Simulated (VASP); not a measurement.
Input of a VASP 6.6.1 run:

POSCAR

```
C
1.0
    2.4847412918      0.0000000000      0.0000000000
   -1.2423706459      2.1518490805      0.0000000000
    0.0000000000      0.0000000000      8.2803246060
C
8
Direct
    0.0000000000      0.0000000000      0.0929334766
    0.0000000000      0.0000000000      0.5929334766
    0.0000000000      0.0000000000      0.4070665234
    0.0000000000      0.0000000000      0.9070665234
    0.3333333333      0.6666666667      0.1554962099
    0.6666666667      0.3333333333      0.6554962099
    0.3333333333      0.6666666667      0.3445037901
    0.6666666667      0.3333333333      0.8445037901
```

File INCAR.step1:

```
SYSTEM = C
ALGO = Normal
EDIFF = 1E-4
ENCUT = 520
GGA = PE
ISMEAR = 0
LASPH = .True.
LCHARG = .False.
LREAL = .False.
LWAVE = .True.
NBANDS = 26
NELM = 60
PREC = Accurate
SIGMA = 0.05
```

Contents of INCAR.step2:

```
SYSTEM = C
ALGO = Normal
EDIFF = 1E-6
ENCUT = 520
ISIF = 2
ISMEAR = 0
ISTART = 1
LASPH = .True.
LCHARG = .False.
LMIXTAU = .True.
LREAL = .False.
LWAVE = .False.
METAGGA = R2SCAN
NBANDS = 26
NELM = 60
PREC = Accurate
SIGMA = 0.05
```

Contents of KPOINTS:

```
k-points
0
Gamma
  12 12 4
  0 0 0
```

Potentials or basis: VASP PAW PBE potentials, release 64 (C).

Launch:

```console
$ cat potpaw_PBE.64/C/POTCAR > POTCAR
$ cp INCAR.step1 INCAR
$ mpirun -np 1 vasp_std > vasp.out
$ cp INCAR.step2 INCAR
$ mpirun -np 1 vasp_std > vasp.out
```

Q: Predict the band gap on the k mesh.

A: 4.93 eV (least direct gap 5.52 eV).

Q: Predict the largest force.

A: 0.055 eV/Å.

Stress tensor (GPa, compression positive):
```
15.08  0.00  0.00
 0.00 15.08  0.00
 0.00  0.00  1.80
```

Caveat: the cell differs from its parent crystal (strain -0.0100 x Voigt [1, 1, 0, 0, 0, 0]); the stress differs along the axes, from 2 to 15 GPa; the PAW data sets were made with another functional, which shifts forces and pressure a little. A k mesh can miss the band edges.
